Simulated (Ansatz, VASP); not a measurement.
La: VASP beside Ansatz

```
La
1.0
    -2.02332    2.02332    2.02332
     2.02332   -2.02332    2.02332
     2.02332    2.02332   -2.02332
La
1
Direct
  0.00000 0.00000 0.00000
```

Alike in both runs: functional LDA; k mesh 14 × 14 × 14; occupations fermi-dirac, width 0.05 eV; non-collinear spin, spin-orbit coupling.

Ansatz relaxed the structure, and its values are those at the end. VASP's run is a single point on that final structure, the one shown.

|  | VASP | Ansatz |
| --- | --- | --- |
| version | VASP 6.6.1 | Ansatz 0.2.0 |
| potentials or method | VASP PAW LDA potentials, release 64 (La) | PAW with Ansatz's default frozen-core files, fully relativistic files with spin-orbit coupling |
| plane-wave cutoff (eV) | 520 | 420 |
| valence electrons in the cell | 11 | 11 |

|  | VASP | Ansatz | Ansatz less VASP |
| --- | --- | --- | --- |
| pressure (GPa) | -0.2 | 0.0 | +0.17 |
| net moment per atom (μB) | 0.00 | 0.00 | 0.000 |

LDA's correlation is that of Perdew and Zunger in VASP and of Perdew and Wang (1992) in Ansatz.
